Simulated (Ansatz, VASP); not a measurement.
## Ag in VASP and in Ansatz

```xyz
1
Lattice="-0.0613 2.0125 2.0125 2.0125 -0.0613 2.0125 2.0125 2.0125 -0.0613" Properties=species:S:1:pos:R:3 pbc="T T T"
Ag    0.0000    0.0000    0.0000
```

Change from the starting cell: equal xy, yz and zx shear strains of -3 %, PAW files.

Alike in both runs: task electric field gradients; functional LDA; k mesh 15 × 15 × 15; occupations fermi-dirac, width 0.05 eV; no spin polarisation.

|  | VASP | Ansatz |
| --- | --- | --- |
| version | VASP 6.6.1 | Ansatz 0.2.0 |
| potentials or method | VASP PAW LDA potentials, release 64 (Ag) | PAW with Ansatz's default frozen-core files, scalar-relativistic |
| plane-wave cutoff (eV) | 520 | 420 |
| valence electrons in the cell | 11 | 19 |

```tsv
	VASP	Ansatz	Ansatz less VASP
pressure (GPa)	-6.9	-7.1	-0.15
traceless stress, the component that is largest in VASP (GPa)	0.87	0.87	-0.003
size of Vzz on the site where it differs most (V/Å²)	5.1	0.4	-4.73
```

LDA's correlation is that of Perdew and Zunger in VASP and of Perdew and Wang (1992) in Ansatz. VASP's potentials hold 11 valence electrons a cell and Ansatz's 19, so a difference there can come from the potentials and not from the codes.
